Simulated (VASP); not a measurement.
Here is a VASP 6.6.1 calculation.

File INCAR:

```
SYSTEM = GdO
PREC = Accurate
ENCUT = 800
EDIFF = 1E-6
ISMEAR = -1
SIGMA = 0.05
LREAL = .FALSE.
LASPH = .TRUE.
NELM = 300
ALGO = All
ISIF = 2
LWAVE = .FALSE.
LCHARG = .FALSE.
GGA = PE
NBANDS = 19
GGA_COMPAT = .FALSE.
LMAXMIX = 6
ISEARCH = 1
KPAR = 4
```

KPOINTS

```
Automatic mesh
0
G
  9 9 9
  0 0 0
```

Contents of POSCAR:

```
GdO
1.0
    0.0000000000      2.7000000000      2.7000000000
    2.7000000000      0.0000000000      2.7000000000
    2.7000000000      2.7000000000      0.0000000000
Gd O
1 1
Direct
    0.0000000000      0.0000000000      0.0000000000
    0.2500000000      0.2500000000      0.2500000000
```

Potentials or basis: VASP PAW PBE potentials, release 64 (Gd, O).

The run is started by

```sh
$ cat potpaw_PBE.64/Gd/POTCAR potpaw_PBE.64/O/POTCAR > POTCAR
$ mpirun -np 4 vasp_std > vasp.out
```

Problem. Estimate the band gap on the k mesh.

Solution. Zero (bands 12 and 13 overlap by 0.04 eV).

Problem. Estimate the pressure.

Solution. -4.4 GPa.

Caveat: the cell stands under tension; spin-orbit coupling is left out, which moves the levels of the heavy elements; the run has no spin polarisation, though such a crystal can be magnetic; semilocal functionals describe open f shells poorly, which spoils levels, moments and volumes. With open d or f shells a metallic result of PBE can be an artefact of self-interaction; +U or a hybrid may open a gap.
